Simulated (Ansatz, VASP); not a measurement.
## Sr in VASP and in Ansatz

Contents of INCAR:

```
SYSTEM = Sr
  AGGAC = 1.0
  AGGAX = 1.0
  ALDAC = 0.0
  ALDAX = 1.0
  ALGO = Normal
  EDIFF = 1E-6
  ENCUT = 520
  GGA = B5
  ISIF = 2
  ISMEAR = -1
  LASPH = .TRUE.
  LCHARG = .TRUE.
  LELF = .TRUE.
  LREAL = .FALSE.
  LVHAR = .TRUE.
  LWAVE = .FALSE.
  NBANDS = 17
  NELM = 80
  PREC = Accurate
  SIGMA = 0.1
```

KPOINTS

```
k-points
0
G
  6 6 6
  0 0 0
```

File POSCAR:

```
Sr
1.0
    0.0000000000      5.1080016270      5.1080016270
    5.1080016270      0.0000000000      5.1080016270
    5.1080016270      5.1080016270      0.0000000000
Sr
2
Direct
    0.1250000000      0.1250000000      0.1250000000
    0.8750000000      0.8750000000      0.8750000000
```

Input for Ansatz:

```yaml
crystal:
  lattice:
    - [0.0, 5.108001627, 5.108001627]
    - [5.108001627, 0.0, 5.108001627]
    - [5.108001627, 5.108001627, 0.0]
  atoms:
    - { symbol: Sr, position: [0.125, 0.125, 0.125] }
    - { symbol: Sr, position: [0.875, 0.875, 0.875] }
hamiltonian:
  xc: blyp
  pseudopotentials:
    kind: paw
    azcp:
      Sr: "pseudopotentials/Sr.paw.azcp"
basis:
  ecutwfc: 420
  fft_grid_basis: typed
kpoints:
  mp_grid: { grid: [6, 6, 6], shift: [0, 0, 0] }
magnetization:
  spin_polarized: false
scf:
  occupations: { method: fermi_dirac, width: 0.1 }
  lower_state_search: "off"
output:
  stress: true
```

Alike in both runs: task single point; functional BLYP; k mesh 6 × 6 × 6; occupations fermi-dirac, width 0.1 eV; no spin polarisation.

|  | VASP | Ansatz |
| --- | --- | --- |
| version | VASP 6.6.1 | Ansatz 0.2.0 |
| potentials or method | VASP PAW PBE potentials, release 64 (Sr_sv), cutoff 520 eV | plane waves (420 eV) with PAW, scalar-relativistic |
| valence electrons in the cell | 20 | 20 |

```tsv
	VASP	Ansatz	Ansatz less VASP
pressure (GPa)	0.0	0.0	0.00
```

VASP's potentials were made for PBE, not for BLYP. The functional is the same, so the differences come from potentials, cutoffs and numerics.
